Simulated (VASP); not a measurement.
Write the native input for VASP 6.6.1 that does the following.

```yaml
Task: electric field gradients
Functional: PBE
Potentials_or_basis: VASP PAW PBE potentials, release 64 (Mn_pv, O)
Cutoff: 520 eV
k_mesh: 16 × 16 × 16
Occupations: fermi-dirac, width 0.05 eV
Spin: collinear spin, ferromagnetic start
Starting_moments: "[4.0, 0.0] μB"
Dipole_correction: no
Further_INCAR_settings: ALGO = Normal; EDIFF = 1e-08; NBANDS = 20
```

The structure of MnO lies in POSCAR:

```
MnO
1.0
    0.0000000000      2.1995540209      2.1995540209
    2.1995540209      0.0000000000      2.1995540209
    2.1995540209      2.1995540209      0.0000000000
Mn O
1 1
Direct
    0.0000000000      0.0000000000      0.0000000000
    0.5000000000      0.5000000000      0.5000000000
```

The input as run:

INCAR

```
  ALGO = Normal
  EDIFF = 1E-8
  ENCUT = 520
  GGA = PE
  ISIF = 2
  ISMEAR = -1
  ISPIN = 2
  LASPH = True
  LCHARG = False
  LEFG = True
  LMAXMIX = 4
  LORBIT = 11
  LREAL = False
  LWAVE = False
  MAGMOM = 4 0
  NBANDS = 20
  NELM = 150
  PREC = Accurate
  SIGMA = 0.05
```

KPOINTS

```
k-points
0
Gamma
  16 16 16
```

Potentials or basis: VASP PAW PBE potentials, release 64 (Mn_pv, O).

Command:

```console
$ cat potpaw_PBE.64/Mn_pv/POTCAR potpaw_PBE.64/O/POTCAR > POTCAR
$ mpirun -np 1 vasp_std > vasp.out
```

It gave:

| Item | Value |
| --- | --- |
| Pressure | 3.4 GPa |
| Net moment | 4.67 μB per cell |
| Site moments | Mn +4.26; O +0.19 μB |
| Largest electric field gradient by atom | under 0.05 V/Å² on every atom |
| Valence electrons inside the program's atomic spheres | Mn 11.39; O 4.99 |

Caveat: the cell stands under pressure; a cell with one magnetic atom can't hold antiferromagnetic order, which such compounds often take.

Wall time 2.4 min on 1 thread of Intel Xeon 8259CL (shared host), peak memory 0.22 GiB.
